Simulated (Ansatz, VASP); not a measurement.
**Two plane-wave programs on Pt**

```
Pt
1.0
     0.00000    1.96090    1.96090
     1.96090    0.00000    1.96090
     1.96090    1.96090    0.00000
Pt
1
Direct
  0.00000 0.00000 0.00000
```

Alike in both runs: task single point; functional PBE0; k mesh 5 × 5 × 5; occupations fermi-dirac, width 0.05 eV; spin-orbit coupling, no magnetisation.

|  | VASP | Ansatz |
| --- | --- | --- |
| version | VASP 6.6.1 | Ansatz 0.2.0 |
| potentials or method | VASP PAW PBE potentials, release 64 (Pt) | Ansatz PAW |
| plane-wave cutoff (eV) | 520 | 420 |
| valence electrons in the cell | 10 | 18 |

|  | VASP | Ansatz | Ansatz less VASP |
| --- | --- | --- | --- |
| pressure (GPa) | 7.6 | 7.0 | -0.68 |

VASP's potentials hold 10 valence electrons a cell and Ansatz's 18, so a difference there can come from the potentials and not from the codes.

The k mesh is coarse, so the values compare programs but aren't converged.
